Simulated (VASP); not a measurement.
BN:

```xyz
4
Lattice="2.5311 0.0000 0.0000 -1.2656 2.1920 0.0000 0.0000 0.0000 6.7230" Properties=species:S:1:pos:R:3 pbc="T T T"
N     1.2656    0.7307    1.6808
N     0.0000    1.4613    5.0423
B     1.2656    0.7307    5.0423
B     0.0000    1.4613    1.6808
```

Program: VASP 6.6.1. Alike in all runs: task single point; no spin polarisation; cell as given; k mesh 12 × 12 × 4; cutoff (eV) 520; smearing fermi-dirac 0.05 eV.

Question: Order these runs on this cell by their pressure, lowest first.
A. level PBEsol; potentials or basis VASP PAW PBE potentials, release 64 (N, B)
B. level r2SCAN+D4; potentials or basis VASP PAW PBE potentials, release 64 (N, B)
C. level PBE; potentials or basis VASP PAW PBE potentials, release 64 (N, B)
D. level RPBE; potentials or basis VASP PAW PBE potentials, release 64 (N, B)
E. level LDA; potentials or basis VASP PAW LDA potentials, release 64 (N, B)

Answer: E (-11.4 GPa), B (-8.7 GPa), A (-6.7 GPa), C (-4.2 GPa), D (-0.4 GPa).

Caveats: the PAW data sets were made with another functional, which shifts forces and pressure a little (some runs); this functional lacks dispersion, which binds the layers, so the pressure and a relaxed spacing across them are unreliable (some runs).
